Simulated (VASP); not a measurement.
# O (R-3m) in VASP: a series of runs, part 2 of 2

VASP 6.6.1. The steps go on from the part before.

## 4. Relaxation of cell and atoms, PBEsol, target pressure 20 GPa, at which the enthalpy is minimised

INCAR reads:

```
SYSTEM = O
PREC = Accurate ; ENCUT = 600
EDIFF = 1E-6 ; ISMEAR = -1
SIGMA = 0.05 ; LREAL = .False.
LASPH = .True. ; NELM = 60
ALGO = Normal ; ISIF = 3
LWAVE = .False. ; LCHARG = .False.
GGA = PS ; IBRION = 2
NSW = 60 ; EDIFFG = -0.01
PSTRESS = 200.0
```

KPOINTS reads:

```
Automatic mesh
0
Gamma
  9 9 9
  0 0 0
```

POSCAR reads:

```
O
1.0
    1.6749479049      0.9670316238      3.7319995215
   -1.6749479049      0.9670316238      3.7319995215
    0.0000000000     -1.9340632475      3.7319995215
O
2
Direct
    0.0546147200      0.0546147200      0.0546147200
    0.9453852800      0.9453852800      0.9453852800
```

On the command line:

```
cat potpaw_PBE.64/O/POTCAR > POTCAR
mpirun -np 1 vasp_std > vasp.out
```

Run time: 16 min. Hardware: 1 thread of Intel Xeon 8259CL, shared host; peak memory 0.22 GiB.

It converged, with:

```
Free energy                                                : -10.0754 eV
Relaxed volume                                             : 7.82 Å³/atom
Relaxed cell                                               : a = 3.647 Å, b = 3.647 Å, c = 3.647 Å, α = 36.85°, β = 36.85°, γ = 36.85°
Space group after relaxing (to 0.1 Å)                      : R-3m (No. 166)
Energy change on relaxing (the run minimises the enthalpy) : -246.1 meV/atom
Ionic steps                                                : 26
Pressure after relaxing                                    : 20.0 GPa
Band gap on the k mesh                                     : zero (bands 6 and 7 overlap by 3.42 eV)
```

Stress tensor (GPa, compression positive):
```
20.07  0.00  0.00
 0.00 20.07  0.00
 0.00  0.00 19.89
```

The path:
```
step  energy change (eV)  largest force (eV/Å)  pressure (GPa)  volume (Å³)
   1              0.0000                0.2770           -2.60        36.27
   2              0.2669               12.1940           25.65        24.42
   3              0.3894               14.1241           32.05        23.30
   4              0.3249               13.5319           31.96        22.68
   5              0.1587               11.8861           32.36        20.89
   6             -0.0269                8.9979           38.12        17.59
   7              0.8266                3.5144          107.02        12.04
   8              0.0759                7.5650           54.24        15.20
   9              0.1796                6.5823           63.70        14.29
  10             -0.0314                4.1894           48.15        14.73
  11             -0.2889                0.2976           23.03        15.66
  12             -0.3147                0.2913           19.25        15.84
  13             -0.3188                0.3955           18.61        15.87
  14             -0.3228                0.4045           18.62        15.85
  15             -0.3344                0.4300           18.69        15.79
  16             -0.3551                0.4744           18.96        15.67
  17             -0.3853                0.5252           20.06        15.43
  18             -0.3815                0.4951           24.90        14.92
  19             -0.3741                0.4924           25.79        14.86
  20             -0.4044                0.6514           28.09        15.04
  21             -0.4026                0.5560           27.88        15.02
  22             -0.4235                0.4122           26.04        15.15
  23             -0.4784                0.0015           20.92        15.52
  24             -0.4881                0.0795           19.97        15.60
  25             -0.4895                0.0922           19.85        15.61
  26             -0.4922                0.0008           20.01        15.63
```

Final structure:
```
CELL_PARAMETERS angstrom
1.15272 0.66552 3.39587
-1.15272 0.66552 3.39587
0.00000 -1.33105 3.39587
ATOMIC_POSITIONS crystal
O 0.05966 0.05966 0.05966
O 0.94034 0.94034 0.94034
```

Levels at points of the mesh, in eV from the Fermi level:
| k point | band 2 | band 3 | band 4 | band 5 | band 6 | band 7 | band 8 | band 9 | band 10 |
| --- | --- | --- | --- | --- | --- | --- | --- | --- | --- |
| (0.00, 0.00, 0.00) | -15.22 | -10.55 | -4.32 | -4.32 | 1.83 | 1.83 | 10.67 | 13.38 | 15.79 |

Caveat: the cell is relaxed towards a set pressure, so the run minimises the enthalpy, not the energy; the standard files for N, O and F lose accuracy on very short bonds; spin is off for a triplet molecule; the volume moved by over 15 % at a fixed basis, so the end points are rough; this functional lacks dispersion, which holds the molecules together, so the pressure and a relaxed volume are unreliable; the PAW data sets were made with another functional, which shifts forces and pressure a little.

## 5. Relaxation of cell and atoms, PBEsol, target pressure 30 GPa, at which the enthalpy is minimised

INCAR reads:

```
PREC     = Accurate       # precision mode
ENCUT    = 600            # plane-wave cutoff, eV
EDIFF    = 1E-6           # SCF threshold, eV
ISMEAR   = -1             # smearing method
SIGMA    = 0.05           # smearing width, eV
LREAL    = F              # projectors in reciprocal space
LASPH    = T              # aspherical terms in the spheres
NELM     = 100            # most SCF steps
ALGO     = Normal         # electronic algorithm
ISIF     = 3              # what is computed and relaxed
LWAVE    = F              # write WAVECAR
LCHARG   = F              # write CHGCAR
GGA      = PS             # functional
IBRION   = 2              # ionic algorithm
NSW      = 60             # ionic steps
EDIFFG   = -0.01          # ionic threshold
PSTRESS  = 300.0
```

KPOINTS reads:

```
regular mesh
0
Gamma
  9 9 9
```

POSCAR is that of step 4.

On the command line:

```
cat potpaw_PBE.64/O/POTCAR > POTCAR
mpirun -np 1 vasp_std > vasp.out
```

Run time: 23 min. Hardware: 1 thread of Intel Xeon 8259CL, shared host; peak memory 0.23 GiB.

It converged, with:

```
Free energy                                                : -9.9291 eV
Relaxed volume                                             : 7.34 Å³/atom
Relaxed cell                                               : a = 3.556 Å, b = 3.556 Å, c = 3.556 Å, α = 37.12°, β = 37.12°, γ = 37.12°
Space group after relaxing (to 0.1 Å)                      : R-3m (No. 166)
Energy change on relaxing (the run minimises the enthalpy) : -172.9 meV/atom
Ionic steps                                                : 44
Pressure after relaxing                                    : 30.1 GPa
Largest force after relaxing                               : 0.005 eV/Å
Band gap on the k mesh                                     : zero (bands 6 and 7 overlap by 3.70 eV)
```

Forces on the atoms (eV/Å):
```
O    0.000  0.000  0.005
O    0.000  0.000 -0.005
```

The path:
| step | energy change (eV) | largest force (eV/Å) | pressure (GPa) | volume (Å³) |
| --- | --- | --- | --- | --- |
| 1 | 0.0000 | 0.2770 | -2.60 | 36.27 |
| 3 | 0.7006 | 17.6805 | 40.84 | 23.09 |
| 5 | 0.2379 | 12.7820 | 42.35 | 18.95 |
| 7 | 0.1132 | 4.1388 | 56.76 | 14.21 |
| 9 | -0.2188 | 0.2556 | 25.25 | 15.31 |
| 11 | -0.2055 | 0.0878 | 27.17 | 15.18 |
| 13 | -0.1887 | 0.6813 | 29.77 | 14.67 |
| 15 | -0.0785 | 1.6568 | 37.71 | 13.78 |
| 17 | -0.0813 | 0.2742 | 47.23 | 13.63 |
| 19 | -0.2157 | 0.6139 | 36.25 | 14.09 |
| 21 | -0.2696 | 0.4438 | 37.06 | 14.32 |
| 23 | -0.3230 | 0.0929 | 32.25 | 14.58 |
| 25 | -0.3553 | 0.1825 | 30.35 | 14.74 |
| 27 | -0.3632 | 0.0635 | 29.32 | 14.78 |
| 29 | -0.3690 | 0.0852 | 28.87 | 14.81 |
| 31 | -0.3639 | 0.0027 | 28.82 | 14.78 |
| 33 | -0.3508 | 0.0382 | 29.81 | 14.71 |
| 35 | -0.3493 | 0.0118 | 29.72 | 14.70 |
| 37 | -0.3430 | 0.0078 | 30.24 | 14.67 |
| 39 | -0.3442 | 0.0099 | 30.11 | 14.67 |
| 41 | -0.3462 | 0.0256 | 29.95 | 14.68 |
| 43 | -0.3459 | 0.0078 | 30.22 | 14.68 |
| 44 | -0.3459 | 0.0055 | 30.07 | 14.68 |

Final structure:
```xyz
2
Lattice="1.1321 0.6536 3.3073 -1.1321 0.6536 3.3073 0.0000 -1.3072 3.3073" Properties=species:S:1:pos:R:3 pbc="T T T"
O     0.0000    0.0000    0.6061
O     0.0000    0.0000    9.3157
```

Levels at points of the mesh, in eV from the Fermi level:
```csv
k point,band 3,band 4,band 5,band 6,band 7,band 8,band 9,band 10
"(0.00, 0.00, 0.00)",-11.01,-4.17,-4.17,1.96,1.96,10.82,13.99,16.93
```

Caveat: the cell is relaxed towards a set pressure, so the run minimises the enthalpy, not the energy; the standard files for N, O and F lose accuracy on very short bonds; spin is off for a triplet molecule; the volume moved by over 15 % at a fixed basis, so the end points are rough; this functional lacks dispersion, which holds the molecules together, so the pressure and a relaxed volume are unreliable; the PAW data sets were made with another functional, which shifts forces and pressure a little.

## 6. Overview

| cell | gap on the mesh (eV) | pressure (GPa) | largest force (eV/Å) |
| --- | --- | --- | --- |
| relaxed to 5 GPa | none | 4.9 | 0.01 |
| relaxed to 10 GPa | none | 9.9 | 0.01 |
| relaxed to 20 GPa | none | 20.0 | - |
| relaxed to 30 GPa | none | 30.1 | 0.01 |

Alike in all rows: task relaxation of cell and atoms; level PBEsol; potentials or basis VASP PAW PBE potentials, release 64 (O); no spin polarisation; k mesh 9 × 9 × 9; cutoff (eV) 600; smearing fermi-dirac 0.05 eV.

Caveats: the cell is relaxed towards a set pressure, so the run minimises the enthalpy, not the energy; the standard files for N, O and F lose accuracy on very short bonds; spin is off for a triplet molecule; the volume moved by over 15 % at a fixed basis, so the end points are rough; this functional lacks dispersion, which holds the molecules together, so the pressure and a relaxed volume are unreliable; the PAW data sets were made with another functional, which shifts forces and pressure a little.

Absolute energies hang on the potentials; compare differences alone.
